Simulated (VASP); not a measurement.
# ZnSe (Stilleite) (F-43m) in VASP: a series of runs

ZnSe (Stilleite) is run at these levels: LDA; tasks: single point.

Program: VASP 6.6.1. These are calculated values, not measurements. Logs are shortened: lines on timing, memory, paths and dates and some standing lists are left out, and cuts for length are marked.

### 1 The cell of the first run

Symmetry: F-43m, No. 216, cubic system. The conventional cell has a = 5.668 Å, b = 5.668 Å, c = 5.668 Å, α = 90.00°, β = 90.00°, γ = 90.00°. Within 3.2 Å of Se (site symmetry -43m) lie 4 Zn at 2.45 Å. Within 3.2 Å of Zn (site symmetry -43m) lie 4 Se at 2.45 Å.

### 2 Single point, LDA

Contents of INCAR:

```
PREC = Accurate
ENCUT = 520
EDIFF = 1E-6
ISMEAR = -1
SIGMA = 0.05
LREAL = False
LASPH = True
NELM = 60
ALGO = Normal
ISIF = 2
LWAVE = False
LCHARG = True
LELF = True
LVHAR = True
NBANDS = 16
```

Contents of KPOINTS:

```
Automatic mesh
0
Gamma
  8 8 8
```

Contents of POSCAR:

```
ZnSe
1.0
    0.0000000000      2.8338000000      2.8338000000
    2.8338000000      0.0000000000      2.8338000000
    2.8338000000      2.8338000000      0.0000000000
Se Zn
1 1
Direct
    0.7500000000      0.7500000000      0.7500000000
    0.0000000000      0.0000000000      0.0000000000
```

Potentials or basis: VASP PAW LDA potentials, release 64 (Se, Zn).

Started as:

```
> cat potpaw_LDA.64/Se/POTCAR potpaw_LDA.64/Zn/POTCAR > POTCAR
> mpirun -np 1 vasp_std > vasp.out
```

OUTCAR:

```text
PREC = Accurate
   ENCUT = 520
   EDIFF = 1E-6
   ISMEAR = -1
   LREAL = False
   LASPH = True
   NELM = 60
   ISIF = 2

 ion  position               nearest neighbor table
   1  0.750  0.750  0.750-   2 2.45   2 2.45   2 2.45   2 2.45
   2  0.000  0.000  0.000-   1 2.45   1 2.45   1 2.45   1 2.45

  LATTYP: Found a face centered cubic cell.
 ALAT       =     5.6676000000

  Lattice vectors:

 A1 = (   0.0000000000,   2.8338000000,   2.8338000000)
 A2 = (   2.8338000000,   0.0000000000,   2.8338000000)
 A3 = (   2.8338000000,   2.8338000000,   0.0000000000)

Analysis of symmetry for initial positions (statically):
=====================================================================
 Subroutine PRICEL returns:
 Original cell was already a primitive cell.

 Routine SETGRP: Setting up the symmetry group for a
 face centered cubic supercell.

 Subroutine GETGRP returns: Found 24 space group operations
 (whereof 24 operations were pure point group operations)
 out of a pool of 48 trial point group operations.

The static configuration has the point symmetry T_d .

Analysis of symmetry for dynamics (positions and initial velocities):
=====================================================================
 Subroutine PRICEL returns:
 Original cell was already a primitive cell.

 Routine SETGRP: Setting up the symmetry group for a
 face centered cubic supercell.

 Subroutine GETGRP returns: Found 24 space group operations
 (whereof 24 operations were pure point group operations)
 out of a pool of 48 trial point group operations.

The dynamic configuration has the point symmetry T_d .

 Subroutine INISYM returns: Found 24 space group operations
 (whereof 24 operations are pure point group operations),
 and found     1 'primitive' translations

----------------------------------------------------------------------------------------

                                     Primitive cell

  volume of cell :      45.5132

  direct lattice vectors                    reciprocal lattice vectors
     0.000000000  2.833800000  2.833800000    -0.176441527  0.176441527  0.176441527
     2.833800000  0.000000000  2.833800000     0.176441527 -0.176441527  0.176441527
     2.833800000  2.833800000  0.000000000     0.176441527  0.176441527 -0.176441527

  length of vectors
     4.007598393  4.007598393  4.007598393     0.305605690  0.305605690  0.305605690

  position of ions in fractional coordinates (direct lattice)
     0.750000000  0.750000000  0.750000000
     0.000000000  0.000000000  0.000000000

  ion indices of the primitive-cell ions
   primitive index   ion index
                 1           1
                 2           2

----------------------------------------------------------------------------------------

 KPOINTS: Automatic mesh

Automatic generation of k-mesh.
 Grid dimensions read from file:
 generate k-points for:    8    8    8

 Generating k-lattice:

  Cartesian coordinates                     Fractional coordinates (reciprocal lattice)
    -0.022055191  0.022055191  0.022055191     0.125000000  0.000000000  0.000000000
     0.022055191 -0.022055191  0.022055191     0.000000000  0.125000000  0.000000000
     0.022055191  0.022055191 -0.022055191     0.000000000  0.000000000  0.125000000

  Length of vectors
     0.038200711  0.038200711  0.038200711

  Shift w.r.t. Gamma in fractional coordinates (k-lattice)
     0.000000000  0.000000000  0.000000000

 Subroutine IBZKPT returns following result:
 ===========================================

 Found     29 irreducible k-points:

 Following reciprocal coordinates:
            Coordinates               Weight
  0.000000  0.000000  0.000000      1.000000
  0.125000  0.000000  0.000000      8.000000
  0.250000  0.000000  0.000000      8.000000
  0.375000  0.000000  0.000000      8.000000
  0.500000  0.000000  0.000000      4.000000
  0.125000  0.125000  0.000000      6.000000
[... 16 lines left out ...]
  0.500000  0.250000  0.125000     48.000000
 -0.375000  0.250000  0.125000     24.000000
 [... further k-points ...]
   k-points           NKPTS =     29   k-points in BZ     NKDIM =     29   number of bands    NBANDS=     16
   number of dos      NEDOS =    301   number of ions     NIONS =      2
   total plane-waves  NPLWV =  27000
   dimension x,y,z NGX =    30 NGY =   30 NGZ =   30
   dimension x,y,z NGXF=    60 NGYF=   60 NGZF=   60
   ions per type =               1   1
   NGX,Y,Z   is equivalent  to a cutoff of  12.44, 12.44, 12.44 a.u.
   NGXF,Y,Z  is equivalent  to a cutoff of  24.89, 24.89, 24.89 a.u.
 SYSTEM =  unknown system
   PREC   = accura    normal or accurate (medium, high low for compatibility)
   ISTART =      0    job   : 0-new  1-cont  2-samecut
   ICHARG =      2    charge: 1-file 2-atom 10-const
   ISPIN  =      1    spin polarized calculation?
   LNONCOLLINEAR =      F non collinear calculations
   LSORBIT =      F    spin-orbit coupling
   LASPH  =      T    aspherical Exc in radial PAW
   ENCUT  =  520.0 eV  38.22 Ry    6.18 a.u.   7.45  7.45  7.45*2*pi/ulx,y,z
   NELM   =     60;   NELMIN=  2; NELMDL= -5     # of ELM steps
   EDIFF  = 0.1E-05   stopping-criterion for ELM
   LREAL  =      F    real-space projection
   EDIFFG = 0.1E-04   stopping-criterion for IOM
   NSW    =      0    number of steps for IOM
   IBRION =     -1    ionic relax: 0-MD 1-quasi-New 2-CG
   NFREE  =      0    steps in history (QN), initial steepest desc. (CG)
   ISIF   =      2    stress and relaxation
   ISYM   =      2    0-nonsym 1-usesym 2-fastsym
   POTIM  = 0.5000    time-step for ionic-motion
   TEBEG  =    0.0;   TEEND  =   0.0 temperature during run
   PSTRESS=    0.0 pullay stress
   NELECT =      18.0000    total number of electrons
   NUPDOWN=      -1.0000    fix difference up-down
   EMIN   =  10.00;   EMAX   =-10.00  energy-range for DOS
   EFERMI =   0.00;   METHOD = LEGACY
   ISMEAR =    -1;   SIGMA  =   0.05  broadening in eV -4-tet -1-fermi 0-gaus
   EFERMI_NEDOS =   21; number of points for ismear=-14 and -15
   IALGO  =     38    algorithm
   IMIX   =      4    mixing-type and parameters
     AMIX     =   0.40;   BMIX     =  1.00
     AMIX_MAG =   1.60;   BMIX_MAG =  1.00
  volume/ion in A,a.u.               =      22.76       153.57
  Fermi-wavevector in a.u.,A,eV,Ry     =   1.201673  2.270834 19.647073  1.444019
  Thomas-Fermi vector in A             =   2.337476
   LORBIT       =      0    0 simple, 1 ext, 2 COOP (PROOUT), +10 PAW based schemes
   GGA     = CA    functional components
   LHFCALC =     F    Hartree Fock is set to
   AEXX    =    0.0000 exact exchange contribution
   IVDW    =     0    specifies the selected vdW correction
   LEPSILON=     F    determine dielectric tensor
   LRPA    =     F    only Hartree local field effects (RPA)
 non-spin polarized calculation
  energy-cutoff  :      520.00
  volume of cell :       45.51
 maximum number of plane-waves:      1243
 NGX is ok and might be reduce to    30
   NGX = 15   NGY = 15   NGZ = 15

 number of electron      18.0000011 magnetization

 Free energy of the ion-electron system (eV)
  ---------------------------------------------------
  ext. energy  EPLUGINS =         0.00000000
  ---------------------------------------------------
  free energy    TOTEN  =        -7.35042690 eV

  energy without entropy =       -7.35042668  energy(sigma->0) =       -7.35042679

 E-fermi :   2.0760     XC(G=0):  -9.6989

 val. band max:        1.5075028129   @ k =   0.0000   0.0000   0.0000
 cond. band min:       2.5760252681   @ k =   0.0000   0.0000   0.0000
 fundamental gap:      1.0685224551
 Fermi energy:         2.0760434718

 k-point     1 :       0.0000    0.0000    0.0000
  band No.  band energies     occupation
      1     -11.7822      2.00000
      2      -5.1692      2.00000
      3      -5.1692      2.00000
      4      -5.1692      2.00000
      5      -4.8100      2.00000
      6      -4.8100      2.00000
[... 8 lines left out ...]
     15      12.9821      0.00000
     16      12.9821      0.00000

 k-point     2 :       0.1250    0.0000    0.0000
  band No.  band energies     occupation
      1     -11.6809      2.00000
      2      -5.1620      2.00000
      3      -5.1536      2.00000
      4      -5.1536      2.00000
      5      -4.8114      2.00000
      6      -4.8114      2.00000
[... 8 lines left out ...]
     15      12.1400      0.00000
     16      12.1400      0.00000

 k-point     3 :       0.2500    0.0000    0.0000
  band No.  band energies     occupation
      1     -11.4179      2.00000
      2      -5.1195      2.00000
      3      -5.1195      2.00000
      4      -5.1058      2.00000
      5      -4.8100      2.00000
      6      -4.8100      2.00000
[... 8 lines left out ...]
     15      11.8886      0.00000
     16      11.9767      0.00000

 k-point     4 :       0.3750    0.0000    0.0000
  band No.  band energies     occupation
      1     -11.1224      2.00000
      2      -5.0924      2.00000
      3      -5.0924      2.00000
      4      -4.9111      2.00000
      5      -4.7996      2.00000
      6      -4.7996      2.00000
[... 8 lines left out ...]
     15      12.9984      0.00000
     16      12.9984      0.00000

 k-point     5 :       0.5000    0.0000    0.0000
  band No.  band energies     occupation
      1     -10.9880      2.00000
      2      -5.0837      2.00000
      3      -5.0837      2.00000
      4      -4.7920      2.00000
      5      -4.7920      2.00000
      6      -4.6501      2.00000
[... 8 lines left out ...]
     15      14.5546      0.00000
     16      14.5546      0.00000

 k-point     6 :       0.1250    0.1250    0.0000
  band No.  band energies     occupation
      1     -11.6471      2.00000
      2      -5.1767      2.00000
      3      -5.1398      2.00000
      4      -5.1398      2.00000
      5      -4.8214      2.00000
      6      -4.8030      2.00000
[... 8 lines left out ...]
     15      12.4995      0.00000
     16      13.2042      0.00000

 k-point     7 :       0.2500    0.1250    0.0000
  band No.  band energies     occupation
      1     -11.4372      2.00000
      2      -5.1588      2.00000
      3      -5.1036      2.00000
      4      -5.0995      2.00000
      5      -4.8267      2.00000
      6      -4.7968      2.00000
[... 8 lines left out ...]
     15      13.0225      0.00000
     16      13.3993      0.00000

 k-point     8 :       0.3750    0.1250    0.0000
  band No.  band energies     occupation
      1     -11.1482      2.00000
      2      -5.1046      2.00000
      3      -5.0718      2.00000
      4      -4.9921      2.00000
      5      -4.8066      2.00000
      6      -4.7897      2.00000
[... 8 lines left out ...]
     15      13.0842      0.00000
     16      13.7612      0.00000

 k-point     9 :       0.5000    0.1250    0.0000
  band No.  band energies     occupation
      1     -10.9528      2.00000
      2      -5.0824      2.00000
      3      -5.0608      2.00000
      4      -4.8332      2.00000
      5      -4.7900      2.00000
      6      -4.6658      2.00000
[... 8 lines left out ...]
     15      13.7696      0.00000
     16      14.5740      0.00000
[... 172 lines left out ...]
 k-point    19 :       0.5000    0.3750    0.0000
  band No.  band energies     occupation
      1     -10.7630      2.00000
      2      -5.1130      2.00000
      3      -4.9452      2.00000
      4      -4.9297      2.00000
      5      -4.7708      2.00000
      6      -4.6446      2.00000
[... 8 lines left out ...]
     15      15.1104      0.00000
     16      15.6994      0.00000

 k-point    20 :      -0.3750    0.3750    0.0000
  band No.  band energies     occupation
      1     -10.7392      2.00000
      2      -5.0809      2.00000
      3      -4.9646      2.00000
      4      -4.8837      2.00000
      5      -4.7889      2.00000
      6      -4.5427      2.00000
[... 8 lines left out ...]
     15      13.4561      0.00000
     16      16.6883      0.00000

 k-point    21 :       0.5000    0.5000    0.0000
  band No.  band energies     occupation
      1     -10.7188      2.00000
      2      -5.1331      2.00000
      3      -4.9222      2.00000
      4      -4.9222      2.00000
      5      -4.7623      2.00000
      6      -4.6291      2.00000
[... 8 lines left out ...]
     15      15.4975      0.00000
     16      15.8881      0.00000

 k-point    22 :       0.3750    0.2500    0.1250
  band No.  band energies     occupation
      1     -11.2122      2.00000
      2      -5.1251      2.00000
      3      -5.0693      2.00000
      4      -5.0408      2.00000
      5      -4.8241      2.00000
      6      -4.7854      2.00000
[... 8 lines left out ...]
     15      13.6861      0.00000
     16      14.7525      0.00000

 k-point    23 :       0.5000    0.2500    0.1250
  band No.  band energies     occupation
      1     -10.9655      2.00000
      2      -5.0751      2.00000
      3      -5.0456      2.00000
      4      -4.9150      2.00000
      5      -4.7979      2.00000
      6      -4.7421      2.00000
[... 8 lines left out ...]
     15      13.9483      0.00000
     16      15.0425      0.00000

 k-point    24 :      -0.3750    0.2500    0.1250
  band No.  band energies     occupation
      1     -10.8558      2.00000
      2      -5.0679      2.00000
      3      -5.0316      2.00000
      4      -4.8416      2.00000
      5      -4.8029      2.00000
      6      -4.5973      2.00000
[... 8 lines left out ...]
     15      14.1103      0.00000
     16      14.9237      0.00000

 [... further k-points ...]

------------------------ aborting loop because EDIFF is reached ----------------------------------------

  FORCE on cell =-STRESS in cart. coord.  units (eV):
  Direction    XX          YY          ZZ          XY          YZ          ZX
  --------------------------------------------------------------------------------------
  -------------------------------------------------------------------------------------
  Total       -0.8784013     -0.8784013     -0.8784013      0.0000000      0.0000000     -0.0000000
  in kB      -30.9218864    -30.9218864    -30.9218864      0.0000000      0.0000000     -0.0000000
  external PRESSURE =     -30.9218864 kB  Pullay stress =       0.0000000 kB

 VOLUME and BASIS-vectors are now :
 -----------------------------------------------------------------------------
  energy-cutoff  :      520.00
  volume of cell :       45.51
      direct lattice vectors                 reciprocal lattice vectors
     0.000000000  2.833800000  2.833800000    -0.176441527  0.176441527  0.176441527
     2.833800000  0.000000000  2.833800000     0.176441527 -0.176441527  0.176441527
     2.833800000  2.833800000  0.000000000     0.176441527  0.176441527 -0.176441527

 POSITION                                       TOTAL-FORCE (eV/Angst)
 -----------------------------------------------------------------------------------
      4.25070      4.25070      4.25070        -0.000000     -0.000000     -0.000000
      0.00000      0.00000      0.00000         0.000000      0.000000      0.000000
 -----------------------------------------------------------------------------------
    total drift:                                0.000001      0.000001      0.000001

  FREE ENERGIE OF THE ION-ELECTRON SYSTEM (eV)
  ---------------------------------------------------
  free  energy   TOTEN  =        -7.3504268967 eV

  energy  without entropy=       -7.3504266824  energy(sigma->0) =       -7.35042679
```

Wall time 17 s (1 thread of Intel Xeon Platinum 8488C (Sapphire Rapids), shared host); peak memory 0.13 GiB.

What came out:

```
Free energy            : -7.3504 eV
Pressure               : -3.1 GPa
Band gap on the k mesh : 1.07 eV, direct
```

Levels at points of the mesh, in eV from the valence-band top:
| k point | band 7 | band 8 | band 9 | band 10 | band 11 | band 12 |
| --- | --- | --- | --- | --- | --- | --- |
| (0.00, 0.00, 0.00) | 0.00 | 0.00 | 0.00 | 1.07 | 5.70 | 5.70 |
| (0.50, 0.00, 0.00) | -5.29 | -0.87 | -0.87 | 2.37 | 6.28 | 6.28 |
| (0.50, 0.50, 0.00) | -4.83 | -2.20 | -2.20 | 2.81 | 3.33 | 10.52 |

[end of part 1 of 2]
